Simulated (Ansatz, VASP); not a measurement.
**WS2: VASP beside Ansatz**

INCAR

```
PREC = Accurate
ENCUT = 500
EDIFF = 1E-6
ISMEAR = 0
SIGMA = 0.02
LREAL = F
LASPH = T
NELM = 120
ALGO = Normal
ISIF = 2
LWAVE = F
LCHARG = T
GGA = CA
LELF = T
LVHAR = T
NBANDS = 35
GGA_COMPAT = F
```

KPOINTS

```
regular mesh
0
Gamma
  11 11 3
```

The input POSCAR:

```
WS2
1.0
    3.1800000000      0.0000000000      0.0000000000
   -1.5900000000      2.7539607840      0.0000000000
    0.0000000000      0.0000000000     12.5000000000
W S
2 4
Direct
    0.6666666667      0.3333333333      0.7500000000
    0.3333333333      0.6666666667      0.2500000000
    0.6666666667      0.3333333333      0.3750000000
    0.3333333333      0.6666666667      0.8750000000
    0.6666666667      0.3333333333      0.1250000000
    0.3333333333      0.6666666667      0.6250000000
```

Input for Ansatz:

```yaml
crystal:
  lattice:
    - [3.18, 0.0, 0.0]
    - [-1.59, 2.753960784, 0.0]
    - [0.0, 0.0, 12.5]
  atoms:
    - { symbol: W, position: [0.6666666667, 0.3333333333, 0.75] }
    - { symbol: W, position: [0.3333333333, 0.6666666667, 0.25] }
    - { symbol: S, position: [0.6666666667, 0.3333333333, 0.375] }
    - { symbol: S, position: [0.3333333333, 0.6666666667, 0.875] }
    - { symbol: S, position: [0.6666666667, 0.3333333333, 0.125] }
    - { symbol: S, position: [0.3333333333, 0.6666666667, 0.625] }
hamiltonian:
  xc: lda
  pseudopotentials: { kind: paw }
kpoints:
  mp_grid: { grid: [11, 11, 3] }
scf:
  occupations: { method: gaussian, width: 0.02 }
  convergence: { dr2_threshold: 1.0e-09 }
basis:
  ecutwfc: 600
output:
  eigenvalues: true
  forces: true
  stress: true
```

Alike in both runs: task single point; functional LDA; k mesh 11 × 11 × 3; occupations gaussian, width 0.02 eV; no spin polarisation.

|  | VASP | Ansatz |
| --- | --- | --- |
| version | VASP 6.6.1 | Ansatz 0.2.0 |
| potentials or method | VASP PAW LDA potentials, release 64 (W_sv, S), cutoff 500 eV | scalar-relativistic, plane waves, PAW |
| valence electrons in the cell | 52 | 52 |

|  | VASP | Ansatz | Ansatz less VASP |
| --- | --- | --- | --- |
| gap on the k mesh at the Fermi level (eV) | 0.98 | 0.97 | -0.009 |
| pressure (GPa) | -5.3 | -5.6 | -0.35 |
| traceless stress, the component that is largest in VASP (GPa) | 1.27 | 1.26 | -0.004 |
| rms of the force components (eV/Å) | 0.147 | 0.169 | +0.0217 |

LDA's correlation is that of Perdew and Zunger in VASP and of Perdew and Wang (1992) in Ansatz. Atom by atom the forces differ by 0.022 eV/Å (rms over components). Ansatz's warnings: stress scf threshold loose.

Spin-orbit coupling is off throughout.
